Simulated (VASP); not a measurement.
# Al3O in VASP: single point with PBE

Aim: the single point of Al3O with PBE.

All numbers are computed with VASP 6.6.1; they aren't measurements. Logs are shortened: lines on timing, memory, paths and dates and some standing lists are left out, and cuts for length are marked.

## (1) The cell of the first run

The cell holds a slab with vacuum, 4 atoms: a = 2.857 Å, b = 2.857 Å, c = 20.102 Å, α = 90.00°, β = 90.00°, γ = 120.00°.

## (2) Single point, PBE

INCAR

```
ALGO = Normal
DIPOL = 0.5 0.5 0.363
EDIFF = 1E-6
ENCUT = 1000
GGA = PE
GGA_COMPAT = False
IDIPOL = 3
ISIF = 2
ISMEAR = 0
LASPH = True
LCHARG = False
LDIPOL = True
LREAL = False
LWAVE = False
NBANDS = 16
NELM = 120
NELMDL = -8
PREC = Accurate
SIGMA = 0.1
```

KPOINTS

```
k-points
0
Gamma
  9 9 1
```

POSCAR

```
Al3O
1.0
    2.8571514048      0.0000000000      0.0000000000
   -1.4285757024      2.4743656990      0.0000000000
    0.0000000000      0.0000000000     20.1016425027
Al O
3 1
Direct
    0.6666666667      0.3333333333      0.1989887145
    0.3333333333      0.6666666667      0.3134533097
    0.0000000000      0.0000000000      0.4279074459
    0.0000000000      0.0000000000      0.5116715752
```

Potentials or basis: VASP PAW PBE potentials, release 64 (Al, O_h).

Run with:

```console
$ cat potpaw_PBE.64/Al/POTCAR potpaw_PBE.64/O_h/POTCAR > POTCAR
$ mpirun -np 1 vasp_std > vasp.out
```

OUTCAR:

```text
EDIFF = 1E-6
   ENCUT = 1000
   GGA = PE
   ISIF = 2
   ISMEAR = 0
   LASPH = True
   LREAL = False
   NELM = 120
   NELMDL = -8
   PREC = Accurate

 ion  position               nearest neighbor table
   1  0.667  0.333  0.199-   2 2.83   2 2.83   2 2.83
   2  0.333  0.667  0.313-   3 2.83   3 2.83   3 2.83   1 2.83   1 2.83   1 2.83
   3  0.000  0.000  0.428-   4 1.68   2 2.83   2 2.83   2 2.83
   4  0.000  0.000  0.512-   3 1.68

  LATTYP: Found a hexagonal cell.
 ALAT       =     2.8571514048
 C/A-ratio  =     7.0355538278

  Lattice vectors:

 A1 = (   2.8571514048,   0.0000000000,   0.0000000000)
 A2 = (  -1.4285757024,   2.4743656990,   0.0000000000)
 A3 = (   0.0000000000,   0.0000000000,  20.1016425027)

Analysis of symmetry for initial positions (statically):
=====================================================================
 Subroutine PRICEL returns:
 Original cell was already a primitive cell.

 Routine SETGRP: Setting up the symmetry group for a
 hexagonal supercell.

 Subroutine GETGRP returns: Found  6 space group operations
 (whereof  6 operations were pure point group operations)
 out of a pool of 24 trial point group operations.

The static configuration has the point symmetry C_3v.

Analysis of symmetry for dynamics (positions and initial velocities):
=====================================================================
 Subroutine PRICEL returns:
 Original cell was already a primitive cell.

 Routine SETGRP: Setting up the symmetry group for a
 hexagonal supercell.

 Subroutine GETGRP returns: Found  6 space group operations
 (whereof  6 operations were pure point group operations)
 out of a pool of 24 trial point group operations.

The dynamic configuration has the point symmetry C_3v.

 Subroutine INISYM returns: Found  6 space group operations
 (whereof  6 operations are pure point group operations),
 and found     1 'primitive' translations

----------------------------------------------------------------------------------------

                                     Primitive cell

  volume of cell :     142.1113

  direct lattice vectors                    reciprocal lattice vectors
     2.857151405  0.000000000  0.000000000     0.349998953  0.202071990  0.000000000
    -1.428575702  2.474365699  0.000000000     0.000000000  0.404143979  0.000000000
     0.000000000  0.000000000 20.101642503     0.000000000  0.000000000  0.049747179

  length of vectors
     2.857151405  2.857151405 20.101642503     0.404143979  0.404143979  0.049747179

  position of ions in fractional coordinates (direct lattice)
     0.666666667  0.333333333  0.198988714
     0.333333333  0.666666667  0.313453310
     0.000000000  0.000000000  0.427907446
     0.000000000  0.000000000  0.511671575

  ion indices of the primitive-cell ions
   primitive index   ion index
                 1           1
                 2           2
                 3           3
                 4           4

----------------------------------------------------------------------------------------

 KPOINTS: k-points

Automatic generation of k-mesh.
 Grid dimensions read from file:
 generate k-points for:    9    9    1

 Generating k-lattice:

  Cartesian coordinates                     Fractional coordinates (reciprocal lattice)
     0.038888773  0.022452443  0.000000000     0.111111111 -0.000000000  0.000000000
     0.000000000  0.044904887  0.000000000     0.000000000  0.111111111  0.000000000
     0.000000000  0.000000000  0.049747179     0.000000000  0.000000000  1.000000000

  Length of vectors
     0.044904887  0.044904887  0.049747179

  Shift w.r.t. Gamma in fractional coordinates (k-lattice)
     0.000000000  0.000000000  0.000000000

 Subroutine IBZKPT returns following result:
 ===========================================

 Found     12 irreducible k-points:

 Following reciprocal coordinates:
            Coordinates               Weight
  0.000000  0.000000  0.000000      1.000000
  0.111111 -0.000000  0.000000      6.000000
  0.222222  0.000000  0.000000      6.000000
  0.333333  0.000000  0.000000      6.000000
  0.444444  0.000000  0.000000      6.000000
  0.111111  0.111111  0.000000      6.000000
  0.222222  0.111111  0.000000     12.000000
  0.333333  0.111111  0.000000     12.000000
  0.444444  0.111111  0.000000      6.000000
  0.222222  0.222222  0.000000      6.000000
  0.333333  0.222222  0.000000     12.000000
  0.333333  0.333333  0.000000      2.000000
   k-points           NKPTS =     12   k-points in BZ     NKDIM =     12   number of bands    NBANDS=     16
   number of dos      NEDOS =    301   number of ions     NIONS =      4
   total plane-waves  NPLWV = 189000
   dimension x,y,z NGX =    30 NGY =   30 NGZ =  210
   dimension x,y,z NGXF=    60 NGYF=   60 NGZF=  420
   ions per type =               3   1
   NGX,Y,Z   is equivalent  to a cutoff of  17.46, 17.46, 17.37 a.u.
   NGXF,Y,Z  is equivalent  to a cutoff of  34.91, 34.91, 34.74 a.u.
 SYSTEM =  unknown system
   PREC   = accura    normal or accurate (medium, high low for compatibility)
   ISTART =      0    job   : 0-new  1-cont  2-samecut
   ICHARG =      2    charge: 1-file 2-atom 10-const
   ISPIN  =      1    spin polarized calculation?
   LNONCOLLINEAR =      F non collinear calculations
   LSORBIT =      F    spin-orbit coupling
   LASPH  =      T    aspherical Exc in radial PAW
   ENCUT  = 1000.0 eV  73.50 Ry    8.57 a.u.   7.37  7.37 51.83*2*pi/ulx,y,z
   NELM   =    120;   NELMIN=  2; NELMDL= -8     # of ELM steps
   EDIFF  = 0.1E-05   stopping-criterion for ELM
   LREAL  =      F    real-space projection
   EDIFFG = 0.1E-04   stopping-criterion for IOM
   NSW    =      0    number of steps for IOM
   IBRION =     -1    ionic relax: 0-MD 1-quasi-New 2-CG
   NFREE  =      0    steps in history (QN), initial steepest desc. (CG)
   ISIF   =      2    stress and relaxation
   ISYM   =      2    0-nonsym 1-usesym 2-fastsym
   POTIM  = 0.5000    time-step for ionic-motion
   TEBEG  =    0.0;   TEEND  =   0.0 temperature during run
   PSTRESS=    0.0 pullay stress
   NELECT =      15.0000    total number of electrons
   NUPDOWN=      -1.0000    fix difference up-down
   EMIN   =  10.00;   EMAX   =-10.00  energy-range for DOS
   EFERMI =   0.00;   METHOD = LEGACY
   ISMEAR =     0;   SIGMA  =   0.10  broadening in eV -4-tet -1-fermi 0-gaus
   EFERMI_NEDOS =   21; number of points for ismear=-14 and -15
   IALGO  =     38    algorithm
   IMIX   =      4    mixing-type and parameters
     AMIX     =   0.40;   BMIX     =  1.00
     AMIX_MAG =   1.60;   BMIX_MAG =  1.00
  volume/ion in A,a.u.               =      35.53       239.75
  Fermi-wavevector in a.u.,A,eV,Ry     =   0.773682  1.462047  8.144222  0.598583
  Thomas-Fermi vector in A             =   1.875578
   LORBIT       =      0    0 simple, 1 ext, 2 COOP (PROOUT), +10 PAW based schemes
   GGA     = PE    functional components
   LHFCALC =     F    Hartree Fock is set to
   AEXX    =    0.0000 exact exchange contribution
   IVDW    =     0    specifies the selected vdW correction
   LEPSILON=     F    determine dielectric tensor
   LRPA    =     F    only Hartree local field effects (RPA)
 non-spin polarized calculation
 Gauss-broadening in eV      SIGMA  =   0.10
  energy-cutoff  :     1000.00
  volume of cell :      142.11
 maximum number of plane-waves:     10285
 NGX is ok and might be reduce to    30
   NGX = 15   NGY = 15   NGZ =103

 dipolmoment           0.000000      0.000000     -0.031040 electrons x Angstroem

 number of electron      15.0000000 magnetization

 dipolmoment           0.000000      0.000000      0.224760 electrons x Angstroem

 Free energy of the ion-electron system (eV)
  ---------------------------------------------------
  ext. energy  EPLUGINS =         0.00000000
  ---------------------------------------------------
  free energy    TOTEN  =       -15.64212164 eV

  energy without entropy =      -15.62348945  energy(sigma->0) =      -15.63280555

 E-fermi :  -1.4445     XC(G=0):  -4.9563

 val. band max:       -1.4541439648   @ k =   0.3333   0.2222   0.0000
 cond. band min:      -1.3960420829   @ k =   0.3333   0.3333   0.0000
 fundamental gap:      0.0581018819
 Fermi energy:        -1.4444763902

 k-point     1 :       0.0000    0.0000    0.0000
  band No.  band energies     occupation
      1     -18.3927      2.00000
      2     -11.9239      2.00000
      3      -9.9354      2.00000
      4      -6.9845      2.00000
      5      -4.2912      2.00000
      6      -1.9647      2.00000
[... 8 lines left out ...]
     15       9.8031      0.00000
     16       9.8034      0.00000

 k-point     2 :       0.1111   -0.0000    0.0000
  band No.  band energies     occupation
      1     -18.3084      2.00000
      2     -11.6291      2.00000
      3      -9.6500      2.00000
      4      -6.7189      2.00000
      5      -4.1118      2.00000
      6      -1.9857      2.00000
[... 8 lines left out ...]
     15       7.9536      0.00000
     16       8.3038      0.00000

 k-point     3 :       0.2222    0.0000    0.0000
  band No.  band energies     occupation
      1     -18.0868      2.00000
      2     -10.7485      2.00000
      3      -8.8004      2.00000
      4      -5.9504      2.00000
      5      -3.6234      2.00000
      6      -2.6431      2.00000
[... 8 lines left out ...]
     15       6.6031      0.00000
     16       7.8919      0.00000
[... 134 lines left out ...]
 k-point    11 :       0.3333    0.2222    0.0000
  band No.  band energies     occupation
      1     -17.5558      2.00000
      2      -6.4477      2.00000
      3      -4.9149      2.00000
      4      -4.1407      2.00000
      5      -3.5322      2.00000
      6      -3.1921      2.00000
[... 8 lines left out ...]
     15       4.9900      0.00000
     16       6.6121      0.00000

 k-point    12 :       0.3333    0.3333    0.0000
  band No.  band energies     occupation
      1     -17.5066      2.00000
      2      -4.3446      2.00000
      3      -4.3043      2.00000
      4      -4.2843      2.00000
      5      -3.6144      2.00000
      6      -3.5407      2.00000
[... 8 lines left out ...]
     15       4.4900      0.00000
     16       6.0867      0.00000

------------------------ aborting loop because EDIFF is reached ----------------------------------------

 vacuum level on the upper side and lower side of the slab       (xc-potential included)         2.812        -2.832

  FORCE on cell =-STRESS in cart. coord.  units (eV):
  Direction    XX          YY          ZZ          XY          YZ          ZX
  --------------------------------------------------------------------------------------
  -------------------------------------------------------------------------------------
  Total        0.5734121      0.5734121     -0.0985427      0.0000000      0.0000000      0.0000000
  in kB        6.4647059      6.4647059     -1.1109806      0.0000000      0.0000000      0.0000000
  external PRESSURE =       3.9394770 kB  Pullay stress =       0.0000000 kB

 VOLUME and BASIS-vectors are now :
 -----------------------------------------------------------------------------
  energy-cutoff  :     1000.00
  volume of cell :      142.11
      direct lattice vectors                 reciprocal lattice vectors
     2.857151405  0.000000000  0.000000000     0.349998953  0.202071990  0.000000000
    -1.428575702  2.474365699  0.000000000     0.000000000  0.404143979  0.000000000
     0.000000000  0.000000000 20.101642503     0.000000000  0.000000000  0.049747179

 POSITION                                       TOTAL-FORCE (eV/Angst)
 -----------------------------------------------------------------------------------
      1.42858      0.82479      4.00000        -0.000000      0.000000     -0.113951
     -0.00000      1.64958      6.30093        -0.000000     -0.000000      0.305074
      0.00000      0.00000      8.60164         0.000000     -0.000000     -0.220316
      0.00000      0.00000     10.28544         0.000000     -0.000000      0.029193
 -----------------------------------------------------------------------------------
    total drift:                               -0.000000     -0.000000     -0.000227

  FREE ENERGIE OF THE ION-ELECTRON SYSTEM (eV)
  ---------------------------------------------------
  free  energy   TOTEN  =       -15.6421216362 eV

  energy  without entropy=      -15.6234894550  energy(sigma->0) =      -15.63280555

 vacuum level on the upper side and lower side of the slab         8.268         2.515
```

Run time: 3.5 min. Hardware: 1 thread of AMD EPYC 7R43 (Zen 3), shared host; peak memory 0.4 GiB.

Results:

```
Free energy            : -15.6421 eV
Largest force          : 0.305 eV/Å
Band gap on the k mesh : zero (an odd number of electrons rules out a gap without spin polarisation)
```

Forces in eV/Å, atoms in the order of the input:
```
Al   0.000  0.000 -0.114
Al   0.000  0.000  0.305
Al   0.000  0.000 -0.220
O    0.000  0.000  0.029
```

Levels at points of the mesh, in eV from the Fermi level:
| k point | band 4 | band 5 | band 6 | band 7 | band 8 | band 9 | band 10 | band 11 |
| --- | --- | --- | --- | --- | --- | --- | --- | --- |
| (0.00, 0.00, 0.00) | -5.54 | -2.85 | -0.52 | 0.33 | 0.33 | 2.61 | 4.39 | 6.38 |

The gap in the log of VASP goes by the Fermi energy; the results here count the filled bands.